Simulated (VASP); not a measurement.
NaH:

```xyz
2
Lattice="0.0000 2.4879 2.4879 2.4879 0.0000 2.4879 2.4879 2.4879 0.0000" Properties=species:S:1:pos:R:3 pbc="T T T"
Na    0.0000    0.0000    0.0000
H     2.4879    2.4879    2.4879
```

This cell differs from its parent crystal: volume scaled by 1.06.

Base run:

```yaml
Program: VASP 6.6.1
Functional: PBEsol
Potentials_or_basis: VASP PAW PBE potentials, release 64 (Na_pv, H)
Cutoff: 520 eV
k_mesh: 9 × 9 × 9
Occupations: fermi-dirac, width 0.05 eV
Spin: no spin polarisation
```

Its results: band gap on the k mesh 3.72 eV, indirect (least direct gap 4.42 eV); pressure -2.2 GPa.

Question: After a change of settings the same cell gave: band gap on the k mesh 3.90 eV, indirect (least direct gap 4.57 eV); pressure -1.8 GPa. Which change was it?
A. functional from PBEsol to PBE
B. functional from PBEsol to r2SCAN
C. functional from PBEsol to LDA; potentials or basis from VASP PAW PBE potentials, release 64 (Na_pv, H) to VASP PAW LDA potentials, release 64 (Na_pv, H)

Answer: A.

PBE binds less tightly than PBEsol, so the same cell stands under more pressure.

Caveats: the PAW data sets were made with another functional, which shifts forces and pressure a little (some runs).
